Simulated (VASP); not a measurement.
# HfN (zincblende type) (F-43m) in VASP: notebook

Runs on HfN (zincblende type). Level: PBE. Tasks: single point.

Everything below comes from runs of VASP 6.6.1. Logs are shortened: lines on timing, memory, paths and dates and some standing lists are left out, and cuts for length are marked.

**1. The cell of the first run**

The structure is cubic, space group F-43m (No. 216). Conventional cell: a = 4.657 Å, b = 4.657 Å, c = 4.657 Å, α = 90.00°, β = 90.00°, γ = 90.00°. Hf (site symmetry -43m) has 4 N at 2.02 Å within 2.7 Å. Within 2.7 Å of N (site symmetry -43m) lie 4 Hf at 2.02 Å.

**2. Single point, PBE (volume scaled by 0.85)**

The input, INCAR:

```
ALGO = Normal
EDIFF = 1E-6
ENCUT = 520
GGA = PE
ISIF = 2
ISMEAR = -1
LASPH = True
LCHARG = False
LREAL = False
LWAVE = False
NBANDS = 14
NELM = 80
PREC = Accurate
SIGMA = 0.08
```

The input, KPOINTS:

```
k-points
0
Gamma
  14 14 14
```

The input, POSCAR:

```
HfN
1.0
    0.0000000000      2.3282930116      2.3282930116
    2.3282930116      0.0000000000      2.3282930116
    2.3282930116      2.3282930116      0.0000000000
Hf N
1 1
Direct
    0.0000000000      0.0000000000      0.0000000000
    0.2500000000      0.2500000000      0.2500000000
```

Potentials or basis: VASP PAW PBE potentials, release 64 (Hf_pv, N).

Started as:

```
> cat potpaw_PBE.64/Hf_pv/POTCAR potpaw_PBE.64/N/POTCAR > POTCAR
> mpirun -np 1 vasp_std > vasp.out
```

OUTCAR:

```text
EDIFF = 1E-6
   ENCUT = 520
   GGA = PE
   ISIF = 2
   ISMEAR = -1
   LASPH = True
   LREAL = False
   NELM = 80
   PREC = Accurate

 ion  position               nearest neighbor table
   1  0.000  0.000  0.000-   2 2.02   2 2.02   2 2.02   2 2.02
   2  0.250  0.250  0.250-   1 2.02   1 2.02   1 2.02   1 2.02

  LATTYP: Found a face centered cubic cell.
 ALAT       =     4.6565860232

  Lattice vectors:

 A1 = (   0.0000000000,   2.3282930116,   2.3282930116)
 A2 = (   2.3282930116,   0.0000000000,   2.3282930116)
 A3 = (   2.3282930116,   2.3282930116,   0.0000000000)

Analysis of symmetry for initial positions (statically):
=====================================================================
 Subroutine PRICEL returns:
 Original cell was already a primitive cell.

 Routine SETGRP: Setting up the symmetry group for a
 face centered cubic supercell.

 Subroutine GETGRP returns: Found 24 space group operations
 (whereof 24 operations were pure point group operations)
 out of a pool of 48 trial point group operations.

The static configuration has the point symmetry T_d .

Analysis of symmetry for dynamics (positions and initial velocities):
=====================================================================
 Subroutine PRICEL returns:
 Original cell was already a primitive cell.

 Routine SETGRP: Setting up the symmetry group for a
 face centered cubic supercell.

 Subroutine GETGRP returns: Found 24 space group operations
 (whereof 24 operations were pure point group operations)
 out of a pool of 48 trial point group operations.

The dynamic configuration has the point symmetry T_d .

 Subroutine INISYM returns: Found 24 space group operations
 (whereof 24 operations are pure point group operations),
 and found     1 'primitive' translations

----------------------------------------------------------------------------------------

                                     Primitive cell

  volume of cell :      25.2431

  direct lattice vectors                    reciprocal lattice vectors
     0.000000000  2.328293012  2.328293012    -0.214749603  0.214749603  0.214749603
     2.328293012  0.000000000  2.328293012     0.214749603 -0.214749603  0.214749603
     2.328293012  2.328293012  0.000000000     0.214749603  0.214749603 -0.214749603

  length of vectors
     3.292703554  3.292703554  3.292703554     0.371957223  0.371957223  0.371957223

  position of ions in fractional coordinates (direct lattice)
     0.000000000  0.000000000  0.000000000
     0.250000000  0.250000000  0.250000000

  ion indices of the primitive-cell ions
   primitive index   ion index
                 1           1
                 2           2

----------------------------------------------------------------------------------------

 KPOINTS: k-points

Automatic generation of k-mesh.
 Grid dimensions read from file:
 generate k-points for:   14   14   14

 Generating k-lattice:

  Cartesian coordinates                     Fractional coordinates (reciprocal lattice)
    -0.015339257  0.015339257  0.015339257     0.071428571  0.000000000  0.000000000
     0.015339257 -0.015339257  0.015339257     0.000000000  0.071428571  0.000000000
     0.015339257  0.015339257 -0.015339257     0.000000000  0.000000000  0.071428571

  Length of vectors
     0.026568373  0.026568373  0.026568373

  Shift w.r.t. Gamma in fractional coordinates (k-lattice)
     0.000000000  0.000000000  0.000000000

 Subroutine IBZKPT returns following result:
 ===========================================

 Found    104 irreducible k-points:

 Following reciprocal coordinates:
            Coordinates               Weight
  0.000000  0.000000  0.000000      1.000000
  0.071429  0.000000  0.000000      8.000000
  0.142857  0.000000  0.000000      8.000000
  0.214286  0.000000  0.000000      8.000000
  0.285714  0.000000  0.000000      8.000000
  0.357143  0.000000  0.000000      8.000000
[... 16 lines left out ...]
  0.214286  0.142857  0.000000     24.000000
  0.285714  0.142857  0.000000     24.000000
 [... further k-points ...]
   k-points           NKPTS =    104   k-points in BZ     NKDIM =    104   number of bands    NBANDS=     14
   number of dos      NEDOS =    301   number of ions     NIONS =      2
   total plane-waves  NPLWV =  13824
   dimension x,y,z NGX =    24 NGY =   24 NGZ =   24
   dimension x,y,z NGXF=    48 NGYF=   48 NGZF=   48
   ions per type =               1   1
   NGX,Y,Z   is equivalent  to a cutoff of  12.12, 12.12, 12.12 a.u.
   NGXF,Y,Z  is equivalent  to a cutoff of  24.23, 24.23, 24.23 a.u.
 SYSTEM =  unknown system
   PREC   = accura    normal or accurate (medium, high low for compatibility)
   ISTART =      0    job   : 0-new  1-cont  2-samecut
   ICHARG =      2    charge: 1-file 2-atom 10-const
   ISPIN  =      1    spin polarized calculation?
   LNONCOLLINEAR =      F non collinear calculations
   LSORBIT =      F    spin-orbit coupling
   LASPH  =      T    aspherical Exc in radial PAW
   ENCUT  =  520.0 eV  38.22 Ry    6.18 a.u.   6.12  6.12  6.12*2*pi/ulx,y,z
   NELM   =     80;   NELMIN=  2; NELMDL= -5     # of ELM steps
   EDIFF  = 0.1E-05   stopping-criterion for ELM
   LREAL  =      F    real-space projection
   EDIFFG = 0.1E-04   stopping-criterion for IOM
   NSW    =      0    number of steps for IOM
   IBRION =     -1    ionic relax: 0-MD 1-quasi-New 2-CG
   NFREE  =      0    steps in history (QN), initial steepest desc. (CG)
   ISIF   =      2    stress and relaxation
   ISYM   =      2    0-nonsym 1-usesym 2-fastsym
   POTIM  = 0.5000    time-step for ionic-motion
   TEBEG  =    0.0;   TEEND  =   0.0 temperature during run
   PSTRESS=    0.0 pullay stress
   NELECT =      15.0000    total number of electrons
   NUPDOWN=      -1.0000    fix difference up-down
   EMIN   =  10.00;   EMAX   =-10.00  energy-range for DOS
   EFERMI =   0.00;   METHOD = LEGACY
   ISMEAR =    -1;   SIGMA  =   0.08  broadening in eV -4-tet -1-fermi 0-gaus
   EFERMI_NEDOS =   21; number of points for ismear=-14 and -15
   IALGO  =     38    algorithm
   IMIX   =      4    mixing-type and parameters
     AMIX     =   0.40;   BMIX     =  1.00
     AMIX_MAG =   1.60;   BMIX_MAG =  1.00
  volume/ion in A,a.u.               =      12.62        85.17
  Fermi-wavevector in a.u.,A,eV,Ry     =   1.376335  2.600897 25.773505  1.894299
  Thomas-Fermi vector in A             =   2.501589
   LORBIT       =      0    0 simple, 1 ext, 2 COOP (PROOUT), +10 PAW based schemes
   GGA     = PE    functional components
   LHFCALC =     F    Hartree Fock is set to
   AEXX    =    0.0000 exact exchange contribution
   IVDW    =     0    specifies the selected vdW correction
   LEPSILON=     F    determine dielectric tensor
   LRPA    =     F    only Hartree local field effects (RPA)
 non-spin polarized calculation
  energy-cutoff  :      520.00
  volume of cell :       25.24
 maximum number of plane-waves:       700
   NGX = 13   NGY = 13   NGZ = 13

 number of electron      14.9999997 magnetization

 Free energy of the ion-electron system (eV)
  ---------------------------------------------------
  ext. energy  EPLUGINS =         0.00000000
  ---------------------------------------------------
  free energy    TOTEN  =       -20.72693538 eV

  energy without entropy =      -20.71525958  energy(sigma->0) =      -20.72109748

 E-fermi :   7.0990     XC(G=0): -11.9999

 val. band max:        7.0316777532   @ k =   0.5000   0.2143   0.0000
 cond. band min:       7.1049269939   @ k =  -0.2857   0.2857   0.0714
 fundamental gap:      0.0732492407
 Fermi energy:         7.0990086870

 k-point     1 :       0.0000    0.0000    0.0000
  band No.  band energies     occupation
      1     -23.5077      2.00000
      2     -23.5077      2.00000
      3     -23.5077      2.00000
      4      -9.9232      2.00000
      5       0.8170      2.00000
      6       0.8170      2.00000
      7       0.8170      2.00000
      8       6.7198      1.98267
      9       9.6819      0.00000
     10       9.6819      0.00000
     11      14.6823      0.00000
     12      14.6823      0.00000
     13      14.6823      0.00000
     14      20.0868      0.00000

 k-point     2 :       0.0714    0.0000    0.0000
  band No.  band energies     occupation
      1     -23.5556      2.00000
      2     -23.5135      2.00000
      3     -23.5135      2.00000
      4      -9.8346      2.00000
      5       0.7077      2.00000
      6       0.8652      2.00000
      7       0.8652      2.00000
      8       7.0179      1.46772
      9       9.5610      0.00000
     10       9.5610      0.00000
     11      14.5157      0.00000
     12      14.8853      0.00000
     13      14.8853      0.00000
     14      20.0836      0.00000

 k-point     3 :       0.1429    0.0000    0.0000
  band No.  band energies     occupation
      1     -23.6868      2.00000
      2     -23.5295      2.00000
      3     -23.5295      2.00000
      4      -9.5935      2.00000
      5       0.4868      2.00000
      6       0.9958      2.00000
      7       0.9958      2.00000
      8       7.7651      0.00048
      9       9.3166      0.00000
     10       9.3166      0.00000
     11      14.1469      0.00000
     12      15.3038      0.00000
     13      15.3038      0.00000
     14      19.3686      0.00000
[... 324 lines left out ...]
 k-point    23 :       0.2143    0.1429    0.0000
  band No.  band energies     occupation
      1     -23.8116      2.00000
      2     -23.5918      2.00000
      3     -23.5870      2.00000
      4      -9.2323      2.00000
      5      -0.0033      2.00000
      6       1.3563      2.00000
      7       1.3791      2.00000
      8       7.7372      0.00069
      9       8.9817      0.00000
     10      10.1326      0.00000
     11      14.5540      0.00000
     12      15.0121      0.00000
     13      15.5508      0.00000
     14      19.0837      0.00000

 k-point    24 :       0.2857    0.1429    0.0000
  band No.  band energies     occupation
      1     -23.9713      2.00000
      2     -23.6198      2.00000
      3     -23.6155      2.00000
      4      -8.9319      2.00000
      5      -0.0382      2.00000
      6       1.5083      2.00000
      7       1.5850      2.00000
      8       7.5782      0.00499
      9       9.6041      0.00000
     10      10.2196      0.00000
     11      14.1311      0.00000
     12      14.8569      0.00000
     13      15.7580      0.00000
     14      17.7205      0.00000

 [... further k-points ...]
[... 5 lines left out ...]
  --------------------------------------------------------------------------------------
  -------------------------------------------------------------------------------------
  Total        6.6823237      6.6823237      6.6823237      0.0000000      0.0000000      0.0000000
  in kB      424.1262900    424.1262900    424.1262900      0.0000000      0.0000000      0.0000000
  external PRESSURE =     424.1262900 kB  Pullay stress =       0.0000000 kB

 VOLUME and BASIS-vectors are now :
 -----------------------------------------------------------------------------
  energy-cutoff  :      520.00
  volume of cell :       25.24
      direct lattice vectors                 reciprocal lattice vectors
     0.000000000  2.328293012  2.328293012    -0.214749603  0.214749603  0.214749603
     2.328293012  0.000000000  2.328293012     0.214749603 -0.214749603  0.214749603
     2.328293012  2.328293012  0.000000000     0.214749603  0.214749603 -0.214749603

 POSITION                                       TOTAL-FORCE (eV/Angst)
 -----------------------------------------------------------------------------------
      0.00000      0.00000      0.00000        -0.000000     -0.000000     -0.000000
      1.16415      1.16415      1.16415         0.000000      0.000000      0.000000
 -----------------------------------------------------------------------------------
    total drift:                                0.000000      0.000000      0.000000

  FREE ENERGIE OF THE ION-ELECTRON SYSTEM (eV)
  ---------------------------------------------------
  free  energy   TOTEN  =       -20.7269353827 eV

  energy  without entropy=      -20.7152595815  energy(sigma->0) =      -20.72109748
```

It took 11 s on 1 thread of Intel Xeon 6975P-C, shared host; peak memory 0.17 GiB.

What came out:

- Free energy: -20.7269 eV
- Pressure: 42.4 GPa

Caveat: spin-orbit coupling is left out, which moves the levels of the heavy elements.

**3. Single point, PBE (volume scaled by 0.85)**

The input, INCAR:

```
SYSTEM = HfN
PREC     = Accurate       ! precision mode
ENCUT    = 520            ! plane-wave cutoff, eV
EDIFF    = 1E-6           ! SCF threshold, eV
ISMEAR   = -1             ! smearing method
SIGMA    = 0.08           ! smearing width, eV
LREAL    = .FALSE.        ! projectors in reciprocal space
LASPH    = .TRUE.         ! aspherical terms in the spheres
NELM     = 60             ! most SCF steps
ALGO     = Normal         ! electronic algorithm
ISIF     = 2              ! what is computed and relaxed
LWAVE    = .FALSE.        ! write WAVECAR
LCHARG   = .FALSE.        ! write CHGCAR
GGA      = PE             ! functional
NBANDS   = 14             ! bands
```

The input, KPOINTS:

```
regular mesh
0
G
  14 14 14
  0 0 0
```

POSCAR is that of step 2.

Potentials or basis: VASP PAW PBE potentials, release 64 (Hf_pv, N).

Started as:

```
> cat potpaw_PBE.64/Hf_pv/POTCAR potpaw_PBE.64/N/POTCAR > POTCAR
> mpirun -np 1 vasp_std > vasp.out
```

Run time: 12 s. Hardware: 1 thread of Intel Xeon 6975P-C, shared host; peak memory 0.17 GiB.

It converged, with:

```
Free energy : -20.7269 eV
Pressure    : 42.4 GPa
```

Levels at points of the mesh, in eV from the Fermi level:
```
           k point  band 4  band 5  band 6  band 7  band 8  band 9  band 10  band 11
(0.00, 0.00, 0.00)  -17.02   -6.28   -6.28   -6.28   -0.38    2.58     2.58     7.58
(0.50, 0.00, 0.00)  -15.58   -6.02   -5.54   -5.54    1.78    3.23     3.23     4.81
(0.50, 0.50, 0.00)  -15.06   -7.86   -3.79   -3.79   -1.22    2.64     4.87     5.57
```

Caveat: spin-orbit coupling is left out, which moves the levels of the heavy elements.
